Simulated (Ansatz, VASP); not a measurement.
**Mo: VASP beside Ansatz**

INCAR

```
SYSTEM = Mo
AGGAC = 1.0
AGGAX = 1.0
ALDAC = 0.0
ALDAX = 1.0
ALGO = Normal
EDIFF = 1E-6
EDIFFG = -0.02
ENCUT = 600
GGA = B5
IBRION = 2
ISIF = 3
ISMEAR = -1
IVDW = 13
LASPH = .TRUE.
LCHARG = .FALSE.
LREAL = .FALSE.
LWAVE = .FALSE.
NELM = 60
NSW = 80
PREC = Accurate
SIGMA = 0.05
VDW_A1 = 0.44488865
VDW_A2 = 4.0933009
VDW_S6 = 1.0
VDW_S8 = 2.34076671
```

File KPOINTS:

```
k-points
0
G
  12 12 12
  0 0 0
```

File POSCAR:

```
Mo
1.0
   -1.5838089719      1.5838089719      1.5838089719
    1.5838089719     -1.5838089719      1.5838089719
    1.5838089719      1.5838089719     -1.5838089719
Mo
1
Direct
    0.0000000000      0.0000000000      0.0000000000
```

The input input.yaml:

```yaml
crystal:
  lattice:
    - [-1.5838089719, 1.5838089719, 1.5838089719]
    - [1.5838089719, -1.5838089719, 1.5838089719]
    - [1.5838089719, 1.5838089719, -1.5838089719]
  atoms:
    - { symbol: Mo, position: [0.0, 0.0, 0.0] }
kpoints:
  mp_grid: { grid: [12, 12, 12] }
scf:
  occupations: { method: fermi_dirac, width: 0.05 }
hamiltonian:
  xc: blyp
  dispersion: d4
  pseudopotentials: { kind: all_electron, lapw: { basis_error: 0.001 } }
output:
  forces: true
  stress: true
relax:
  f_tol: 0.02
  max_steps: 60
  cell: {}
```

Alike in both runs: task relaxation of cell and atoms; functional BLYP; dispersion D4; k mesh 12 × 12 × 12; occupations fermi-dirac, width 0.05 eV; no spin polarisation.

```csv
,VASP,Ansatz
version,VASP 6.6.1,Ansatz 0.2.0
potentials or method,"VASP PAW PBE potentials, release 64 (Mo_sv), cutoff 600 eV","all-electron LAPW, scalar-relativistic"
```

|  | VASP | Ansatz | Ansatz less VASP |
| --- | --- | --- | --- |
| relaxed volume (Å³/atom) | 15.73 | 15.67 | -0.060 |
| relaxed cell length with the largest relative difference (Å) | 2.734 | 2.731 | -0.0035 |

VASP's potentials were made for PBE, not for BLYP. Ansatz ran all-electron here, and VASP with PAW potentials.
